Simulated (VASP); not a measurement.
Here is a VASP 6.6.1 calculation.

Contents of INCAR:

```
SYSTEM = NbGaSe3
PREC = Accurate
ENCUT = 600
EDIFF = 1E-6
ISMEAR = 0
SIGMA = 0.1
LREAL = .False.
LASPH = .True.
NELM = 100
ALGO = Normal
ISIF = 3
LWAVE = .False.
LCHARG = .False.
GGA = PE
IBRION = 2
NSW = 90
EDIFFG = -0.04
```

KPOINTS

```
regular mesh
0
Gamma
  4 4 4
  0 0 0
```

File POSCAR:

```
NbGaSe3
1.0
    4.6533150400      0.0000000000      0.0000000000
    0.0000000000      4.6533150400      0.0000000000
    0.0000000000      0.0000000000      4.6533150400
Nb Ga Se
1 1 3
Direct
    0.5000000000      0.5000000000      0.5000000000
    0.0000000000      0.0000000000      0.0000000000
    0.5000000000      0.5000000000      0.0000000000
    0.0000000000      0.5000000000      0.5000000000
    0.5000000000      0.0000000000      0.5000000000
```

Potentials or basis: VASP PAW PBE potentials, release 64 (Nb_sv, Ga_d, Se).

The run is started by

```console
$ cat potpaw_PBE.64/Nb_sv/POTCAR potpaw_PBE.64/Ga_d/POTCAR potpaw_PBE.64/Se/POTCAR > POTCAR
$ mpirun -np 1 vasp_std > vasp.out
```

Task: Predict the space group after relaxing (to 0.1 Å).

Result: Pm-3m (No. 221).

Task: Estimate the relaxed volume.

Result: 26.08 Å³/atom.

Task: Estimate the band gap on the k mesh.

Result: Zero (bands 22 and 23 overlap by 1.01 eV).

Final structure:
```
CELL_PARAMETERS angstrom
5.07130 0.00000 0.00000
0.00000 5.07130 0.00000
0.00000 0.00000 5.07130
ATOMIC_POSITIONS crystal
Nb 0.50000 0.50000 0.50000
Ga 0.00000 0.00000 0.00000
Se 0.50000 0.50000 0.00000
Se 0.00000 0.50000 0.50000
Se 0.50000 0.00000 0.50000
```

Caveat: the volume moved by over 15 % at a fixed basis, so the end points are rough.
